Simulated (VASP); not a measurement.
# Hf2TaN2 (P6/mmm) in VASP: notebook

The runs below take Hf2TaN2 through single point, relaxation of cell and atoms, with PBE.

Everything below comes from runs of VASP 6.6.1. Logs are shortened: lines on timing, memory, paths and dates and some standing lists are left out, and cuts for length are marked.

## Step 1: The cell of the first run

The structure is hexagonal, space group P6/mmm (No. 191). Conventional cell: a = 4.540 Å, b = 4.540 Å, c = 4.131 Å, α = 90.00°, β = 90.00°, γ = 120.00°. Hf (site symmetry -6m2) has 2 N at 2.07 Å and 3 Hf at 2.62 Å within 2.7 Å. Ta (site symmetry 6/mmm) has 6 N at 2.62 Å and 12 Hf at 3.34 Å within 3.5 Å. N (site symmetry -6m2) has 2 Hf at 2.07 Å and 3 N at 2.62 Å and 3 Ta at 2.62 Å within 2.7 Å.

## Step 2: Single point, PBE

Contents of INCAR:

```
ALGO     = Normal         # electronic algorithm
EDIFF    = 1E-7           # SCF threshold, eV
ENCUT    = 520            # plane-wave cutoff, eV
GGA      = PE             # functional
ISIF     = 2              # what is computed and relaxed
ISMEAR   = 0              # smearing method
LASPH    = True           # aspherical terms in the spheres
LCHARG   = False          # write CHGCAR
LREAL    = False          # projectors in reciprocal space
LWAVE    = False          # write WAVECAR
NBANDS   = 28             # bands
NELM     = 100            # most SCF steps
PREC     = Accurate       # precision mode
SIGMA    = 0.1            # smearing width, eV
```

Contents of KPOINTS:

```
k-points
0
Gamma
  6 6 4
```

Contents of POSCAR:

```
Hf2TaN2
1.0
    4.5400050500      0.0000000000      0.0000000000
   -2.2700025200      3.9317597000      0.0000000000
    0.0000000000      0.0000000000      4.1314351300
Hf Ta N
2 1 2
Direct
    0.3333333300      0.6666666700      0.5000000000
    0.6666666700      0.3333333300      0.5000000000
    0.0000000000      0.0000000000      0.0000000000
    0.3333333300      0.6666666700      0.0000000000
    0.6666666700      0.3333333300      0.0000000000
```

Potentials or basis: VASP PAW PBE potentials, release 64 (Hf_pv, Ta_pv, N).

Run with:

```
$ cat potpaw_PBE.64/Hf_pv/POTCAR potpaw_PBE.64/Ta_pv/POTCAR potpaw_PBE.64/N/POTCAR > POTCAR
$ mpirun -np 1 vasp_std > vasp.out
```

OUTCAR:

```text
EDIFF = 1E-7
   ENCUT = 520
   GGA = PE
   ISIF = 2
   ISMEAR = 0
   LASPH = True
   LREAL = False
   NELM = 100
   PREC = Accurate

 ion  position               nearest neighbor table
   1  0.333  0.667  0.500-   4 2.07   4 2.07   2 2.62   2 2.62   2 2.62   3 3.34   3 3.34   3 3.34
                             3 3.34   3 3.34   3 3.34
   2  0.667  0.333  0.500-   5 2.07   5 2.07   1 2.62   1 2.62   1 2.62   3 3.34   3 3.34   3 3.34
                             3 3.34   3 3.34   3 3.34
   3  0.000  0.000  0.000-   4 2.62   5 2.62   4 2.62   5 2.62   5 2.62   4 2.62   1 3.34   2 3.34
                             1 3.34   2 3.34   2 3.34   1 3.34   2 3.34   1 3.34   2 3.34   1 3.34
   4  0.333  0.667  0.000-   1 2.07   1 2.07   3 2.62   3 2.62   3 2.62
   5  0.667  0.333  0.000-   2 2.07   2 2.07   3 2.62   3 2.62   3 2.62

  LATTYP: Found a hexagonal cell.
 ALAT       =     4.5400050500
 C/A-ratio  =     0.9100067257

  Lattice vectors:

 A1 = (   4.5400050500,   0.0000000000,   0.0000000000)
 A2 = (  -2.2700025200,   3.9317597000,   0.0000000000)
 A3 = (   0.0000000000,   0.0000000000,   4.1314351300)

Analysis of symmetry for initial positions (statically):
=====================================================================
 Subroutine PRICEL returns:
 Original cell was already a primitive cell.

 Routine SETGRP: Setting up the symmetry group for a
 hexagonal supercell.

 Subroutine GETGRP returns: Found 24 space group operations
 (whereof 24 operations were pure point group operations)
 out of a pool of 24 trial point group operations.

The static configuration has the point symmetry D_6h.

Analysis of symmetry for dynamics (positions and initial velocities):
=====================================================================
 Subroutine PRICEL returns:
 Original cell was already a primitive cell.

 Routine SETGRP: Setting up the symmetry group for a
 hexagonal supercell.

 Subroutine GETGRP returns: Found 24 space group operations
 (whereof 24 operations were pure point group operations)
 out of a pool of 24 trial point group operations.

The dynamic configuration has the point symmetry D_6h.

 Subroutine INISYM returns: Found 24 space group operations
 (whereof 24 operations are pure point group operations),
 and found     1 'primitive' translations

----------------------------------------------------------------------------------------

                                     Primitive cell

  volume of cell :      73.7470

  direct lattice vectors                    reciprocal lattice vectors
     4.540005050  0.000000000  0.000000000     0.220264072  0.127169521  0.000000000
    -2.270002520  3.931759700  0.000000000     0.000000000  0.254339043  0.000000000
     0.000000000  0.000000000  4.131435130     0.000000000  0.000000000  0.242046642

  length of vectors
     4.540005050  4.540005042  4.131435130     0.254339043  0.254339043  0.242046642

  position of ions in fractional coordinates (direct lattice)
     0.333333330  0.666666670  0.500000000
     0.666666670  0.333333330  0.500000000
     0.000000000  0.000000000  0.000000000
     0.333333330  0.666666670  0.000000000
     0.666666670  0.333333330  0.000000000

  ion indices of the primitive-cell ions
   primitive index   ion index
                 1           1
                 2           2
                 3           3
                 4           4
                 5           5

----------------------------------------------------------------------------------------

 KPOINTS: k-points

Automatic generation of k-mesh.
 Grid dimensions read from file:
 generate k-points for:    6    6    4

 Generating k-lattice:

  Cartesian coordinates                     Fractional coordinates (reciprocal lattice)
     0.036710679  0.021194920  0.000000000     0.166666667 -0.000000000  0.000000000
     0.000000000  0.042389841  0.000000000     0.000000000  0.166666667  0.000000000
     0.000000000  0.000000000  0.060511661     0.000000000  0.000000000  0.250000000

  Length of vectors
     0.042389840  0.042389841  0.060511661

  Shift w.r.t. Gamma in fractional coordinates (k-lattice)
     0.000000000  0.000000000  0.000000000

 Subroutine IBZKPT returns following result:
 ===========================================

 Found     21 irreducible k-points:

 Following reciprocal coordinates:
            Coordinates               Weight
  0.000000  0.000000  0.000000      1.000000
  0.166667  0.000000  0.000000      6.000000
  0.333333 -0.000000  0.000000      6.000000
  0.500000 -0.000000  0.000000      3.000000
  0.166667  0.166667  0.000000      6.000000
  0.333333  0.166667  0.000000     12.000000
[... 13 lines left out ...]
  0.333333  0.166667  0.500000     12.000000
  0.333333  0.333333  0.500000      2.000000
   k-points           NKPTS =     21   k-points in BZ     NKDIM =     21   number of bands    NBANDS=     28
   number of dos      NEDOS =    301   number of ions     NIONS =      5
[... 66 lines left out ...]

 val. band max:        5.4115135473   @ k =   0.3333  -0.0000   0.0000
 cond. band min:       5.5459986356   @ k =   0.3333   0.1667   0.0000
 fundamental gap:      0.1344850884
 Fermi energy:         5.5100120406

 k-point     1 :       0.0000    0.0000    0.0000
  band No.  band energies     occupation
      1     -29.9954      2.00000
      2     -29.9954      2.00000
      3     -29.9306      2.00000
      4     -25.4275      2.00000
      5     -25.4275      2.00000
      6     -24.6522      2.00000
[... 20 lines left out ...]
     27       7.7643      0.00000
     28       9.3691      0.00000

 k-point     2 :       0.1667    0.0000    0.0000
  band No.  band energies     occupation
      1     -29.9978      2.00000
      2     -29.9963      2.00000
      3     -29.9298      2.00000
      4     -25.4590      2.00000
      5     -25.3617      2.00000
      6     -24.6290      2.00000
[... 20 lines left out ...]
     27       8.7364      0.00000
     28       9.0462      0.00000

 k-point     3 :       0.3333   -0.0000    0.0000
  band No.  band energies     occupation
      1     -30.0024      2.00000
      2     -29.9982      2.00000
      3     -29.9284      2.00000
      4     -25.5176      2.00000
      5     -25.2057      2.00000
      6     -24.5678      2.00000
[... 20 lines left out ...]
     27       8.7239      0.00000
     28       8.9998      0.00000

 k-point     4 :       0.5000   -0.0000    0.0000
  band No.  band energies     occupation
      1     -30.0045      2.00000
      2     -29.9991      2.00000
      3     -29.9276      2.00000
      4     -25.5450      2.00000
      5     -25.1050      2.00000
      6     -24.5181      2.00000
[... 20 lines left out ...]
     27       8.7309      0.00000
     28       9.8043      0.00000

 k-point     5 :       0.1667    0.1667    0.0000
  band No.  band energies     occupation
      1     -30.0010      2.00000
      2     -29.9980      2.00000
      3     -29.9287      2.00000
      4     -25.5175      2.00000
      5     -25.2276      2.00000
      6     -24.5858      2.00000
[... 20 lines left out ...]
     27       8.5342      0.00000
     28       8.8703      0.00000

 k-point     6 :       0.3333    0.1667    0.0000
  band No.  band energies     occupation
      1     -30.0036      2.00000
      2     -29.9999      2.00000
      3     -29.9276      2.00000
      4     -25.5772      2.00000
      5     -25.0277      2.00000
      6     -24.5175      2.00000
[... 370 lines left out ...]
      5     -25.0914      2.00000
      6     -24.6060      2.00000
[... 20 lines left out ...]
     27       9.2245      0.00000
     28      10.4402      0.00000

 k-point    19 :       0.1667    0.1667    0.5000
  band No.  band energies     occupation
      1     -30.0011      2.00000
      2     -29.9952      2.00000
      3     -29.9429      2.00000
      4     -25.5116      2.00000
      5     -25.2253      2.00000
      6     -24.6877      2.00000
[... 20 lines left out ...]
     27       9.6653      0.00000
     28       9.7641      0.00000

 k-point    20 :       0.3333    0.1667    0.5000
  band No.  band energies     occupation
      1     -30.0051      2.00000
      2     -29.9974      2.00000
      3     -29.9441      2.00000
      4     -25.5684      2.00000
      5     -25.0236      2.00000
      6     -24.6084      2.00000
[... 20 lines left out ...]
     27       9.5643      0.00000
     28      10.1749      0.00000

 k-point    21 :       0.3333    0.3333    0.5000
  band No.  band energies     occupation
      1     -30.0023      2.00000
      2     -30.0023      2.00000
      3     -29.9447      2.00000
      4     -25.6022      2.00000
      5     -24.7281      2.00000
      6     -24.7281      2.00000
[... 20 lines left out ...]
     27       9.7882      0.00000
     28      10.1240      0.00000

------------------------ aborting loop because EDIFF is reached ----------------------------------------

  FORCE on cell =-STRESS in cart. coord.  units (eV):
  Direction    XX          YY          ZZ          XY          YZ          ZX
  --------------------------------------------------------------------------------------
  -------------------------------------------------------------------------------------
  Total        2.8714831      2.8714831     -2.9943220      0.0000000      0.0000000     -0.0000000
  in kB       62.3839118     62.3839116    -65.0526278      0.0000001      0.0000000     -0.0000000
  external PRESSURE =      19.9050652 kB  Pullay stress =       0.0000000 kB

 VOLUME and BASIS-vectors are now :
 -----------------------------------------------------------------------------
  energy-cutoff  :      520.00
  volume of cell :       73.75
      direct lattice vectors                 reciprocal lattice vectors
     4.540005050  0.000000000  0.000000000     0.220264072  0.127169521  0.000000000
    -2.270002520  3.931759700  0.000000000     0.000000000  0.254339043  0.000000000
     0.000000000  0.000000000  4.131435130     0.000000000  0.000000000  0.242046642

 POSITION                                       TOTAL-FORCE (eV/Angst)
 -----------------------------------------------------------------------------------
     -0.00000      2.62117      2.06572         0.000000     -0.000000     -0.000000
      2.27000      1.31059      2.06572        -0.000000      0.000000      0.000000
      0.00000      0.00000      0.00000         0.000000      0.000000     -0.000000
     -0.00000      2.62117      0.00000         0.000000      0.000000     -0.000000
      2.27000      1.31059      0.00000        -0.000000      0.000000     -0.000000
 -----------------------------------------------------------------------------------
    total drift:                                0.000000      0.000000     -0.000000

  FREE ENERGIE OF THE ION-ELECTRON SYSTEM (eV)
  ---------------------------------------------------
  free  energy   TOTEN  =       -46.9720725503 eV

  energy  without entropy=      -46.9600785148  energy(sigma->0) =      -46.96607553
```

Wall time 74 s (1 thread of Intel Xeon Platinum 8175M at 2.50GHz (Skylake/Cascade Lake), shared host); peak memory 0.21 GiB.

Results:

```
Free energy : -46.9721 eV
Pressure    : 2.0 GPa
```

Stress tensor (GPa, compression positive):
```
 6.24  0.00  0.00
 0.00  6.24  0.00
 0.00  0.00 -6.51
```

Caveat: the k points lie up to 0.38 Å⁻¹ apart; spin-orbit coupling is left out, which moves the levels of the heavy elements.

## Step 3: Single point, PBE

This run uses another cell than the first one, of 15.23 Å³/atom, 1.033 times its volume.

Contents of INCAR:

```
SYSTEM = Hf2TaN2
PREC = Accurate ; ENCUT = 520
EDIFF = 1E-7 ; ISMEAR = 0
SIGMA = 0.1 ; LREAL = .False.
LASPH = .True. ; NELM = 100
ALGO = Normal ; ISIF = 2
LWAVE = .False. ; LCHARG = .True.
GGA = PE ; LELF = .True.
LVHAR = .True. ; NBANDS = 28
```

Contents of KPOINTS:

```
Automatic mesh
0
Gamma
  6 6 4
  0 0 0
```

Contents of POSCAR:

```
Hf2TaN2
1.0
    4.6364619790     -0.0000000029      0.0000000000
   -2.3182309870      4.0152938590      0.0000000000
    0.0000000000      0.0000000000      4.0910356365
Hf Ta N
2 1 2
Direct
    0.3333333333      0.6666666667      0.5000000000
    0.6666666667      0.3333333333      0.5000000000
    0.0000000000      0.0000000000      0.0000000000
    0.3333333333      0.6666666667      0.0000000000
    0.6666666667      0.3333333333      0.0000000000
```

Potentials or basis: VASP PAW PBE potentials, release 64 (Hf_pv, Ta_pv, N).

Run with:

```
$ cat potpaw_PBE.64/Hf_pv/POTCAR potpaw_PBE.64/Ta_pv/POTCAR potpaw_PBE.64/N/POTCAR > POTCAR
$ mpirun -np 1 vasp_std > vasp.out
```

Run time: 80 s. Hardware: 1 thread of Intel Xeon Platinum 8175M at 2.50GHz (Skylake/Cascade Lake), shared host; peak memory 0.21 GiB.

It converged, with:

- Free energy: -47.0477 eV
- Pressure: -0.2 GPa

Stress tensor (GPa, compression positive):
```
-0.11  0.00  0.00
 0.00 -0.11  0.00
 0.00  0.00 -0.45
```

Levels at points of the mesh, in eV from the Fermi level:
| k point | band 17 | band 18 | band 19 | band 20 | band 21 | band 22 | band 23 | band 24 |
| --- | --- | --- | --- | --- | --- | --- | --- | --- |
| (0.00, 0.00, 0.00) | -1.77 | -0.40 | -0.24 | -0.24 | 0.51 | 0.51 | 1.13 | 1.22 |
| (0.50, 0.00, 0.00) | -1.92 | -1.58 | -1.27 | -0.92 | -0.38 | -0.37 | 0.78 | 1.18 |
| (0.00, 0.00, 0.50) | -2.19 | -2.19 | -1.77 | -1.77 | 0.97 | 1.87 | 1.87 | 2.08 |
| (0.50, 0.00, 0.50) | -2.32 | -2.23 | -1.94 | -1.45 | 0.05 | 0.90 | 1.02 | 1.16 |

Caveat: the k points lie up to 0.38 Å⁻¹ apart; spin-orbit coupling is left out, which moves the levels of the heavy elements.

## Step 4: Relaxation of cell and atoms, PBE

Contents of INCAR:

```
SYSTEM = Hf2TaN2
ALGO     = Normal         ! electronic algorithm
EDIFF    = 1E-6           ! SCF threshold, eV
EDIFFG   = -0.04          ! ionic threshold
ENCUT    = 600            ! plane-wave cutoff, eV
GGA      = PE             ! functional
IBRION   = 2              ! ionic algorithm
ISIF     = 3              ! what is computed and relaxed
ISMEAR   = 0              ! smearing method
LASPH    = .TRUE.         ! aspherical terms in the spheres
LCHARG   = .FALSE.        ! write CHGCAR
LREAL    = .FALSE.        ! projectors in reciprocal space
LWAVE    = .FALSE.        ! write WAVECAR
NELM     = 60             ! most SCF steps
NSW      = 90             ! ionic steps
PREC     = Accurate       ! precision mode
SIGMA    = 0.1            ! smearing width, eV
```

Contents of KPOINTS:

```
k-points
0
G
  6 6 4
  0 0 0
```

Contents of POSCAR:

```
Hf2TaN2
1.0
    4.5400050500      0.0000000000      0.0000000000
   -2.2700025200      3.9317597000      0.0000000000
    0.0000000000      0.0000000000      4.1314351300
Hf Ta N
2 1 2
Direct
    0.3333333300      0.6666666700      0.5000000000
    0.6666666700      0.3333333300      0.5000000000
    0.0000000000      0.0000000000      0.0000000000
    0.3333333300      0.6666666700      0.0000000000
    0.6666666700      0.3333333300      0.0000000000
```

Run with:

```
$ cat potpaw_PBE.64/Hf_pv/POTCAR potpaw_PBE.64/Ta_pv/POTCAR potpaw_PBE.64/N/POTCAR > POTCAR
$ mpirun -np 1 vasp_std > vasp.out
```

Run time: 3.6 min. Hardware: 1 thread of Intel Xeon Platinum 8175M at 2.50GHz (Skylake/Cascade Lake), shared host; peak memory 0.24 GiB.

The run converged. Its results:

* Free energy: -47.0497 eV
* Relaxed volume: 15.20 Å³/atom
* Relaxed cell: a = 4.632 Å, b = 4.632 Å, c = 4.090 Å, α = 90.00°, β = 90.00°, γ = 120.00°
* Space group after relaxing (to 0.05 Å): P6/mmm (No. 191)
* Energy gained by relaxing: 14.8 meV/atom
* Ionic steps: 5
* Pressure after relaxing: 0.0 GPa

Stress tensor (GPa, compression positive):
```
 0.13  0.00  0.00
 0.00  0.13  0.00
 0.00  0.00 -0.35
```

The path:
```tsv
step	energy change (eV)	largest force (eV/Å)	pressure (GPa)	volume (Å³)
1	0.0000	0.0000	1.94	73.75
2	-0.0005	0.0000	4.38	75.58
3	-0.0629	0.0000	2.81	74.69
4	-0.0584	0.0000	-3.16	77.64
5	-0.0739	0.0000	-0.03	76.02
```

Final structure:
```xyz
5
Lattice="4.6323 0.0000 0.0000 -2.3161 4.0117 0.0000 0.0000 0.0000 4.0905" Properties=species:S:1:pos:R:3 pbc="T T T"
Hf    0.0000    2.6745    2.0452
Hf    2.3161    1.3372    2.0452
Ta   -2.3161    4.0117    0.0000
N     0.0000    2.6745    0.0000
N     2.3161    1.3372    0.0000
```

Levels at points of the mesh, in eV from the Fermi level:
| k point | band 18 | band 19 | band 20 | band 21 | band 22 | band 23 |
| --- | --- | --- | --- | --- | --- | --- |
| (0.00, 0.00, 0.00) | -0.40 | -0.24 | -0.24 | 0.50 | 0.50 | 1.14 |
| (0.50, 0.00, 0.00) | -1.59 | -1.27 | -0.92 | -0.38 | -0.37 | 0.78 |
| (0.00, 0.00, 0.50) | -2.19 | -1.77 | -1.77 | 0.97 | 1.88 | 1.88 |
| (0.50, 0.00, 0.50) | -2.23 | -1.95 | -1.45 | 0.06 | 0.90 | 1.02 |

Caveat: the k points lie up to 0.38 Å⁻¹ apart in the final cell; spin-orbit coupling is left out, which moves the levels of the heavy elements.

## Step 5: Overview

| task | cell | cutoff (eV) | gap on the mesh (eV) | pressure (GPa) |
| --- | --- | --- | --- | --- |
| single point | a = 4.540, b = 4.540, c = 4.131 Å, angles 90.0, 90.0, 120.0°, 5 atoms | 520 | none | 2.0 |
| single point | a = 4.636, b = 4.636, c = 4.091 Å, angles 90.0, 90.0, 120.0°, 5 atoms | 520 | none | -0.2 |
| relaxation of cell and atoms | relaxed from a = 4.540, b = 4.540, c = 4.131 Å, angles 90.0, 90.0, 120.0°, 5 atoms | 600 | none | 0.0 |

Alike in all rows: level PBE; potentials or basis VASP PAW PBE potentials, release 64 (Hf_pv, Ta_pv, N); no spin polarisation; k mesh 6 × 6 × 4; smearing gaussian 0.1 eV.

Caveats: all runs use coarse meshes; spin-orbit coupling is left out, which moves the levels of the heavy elements.

Total energies depend on the potentials used, so only differences within one code and one set of settings carry meaning.
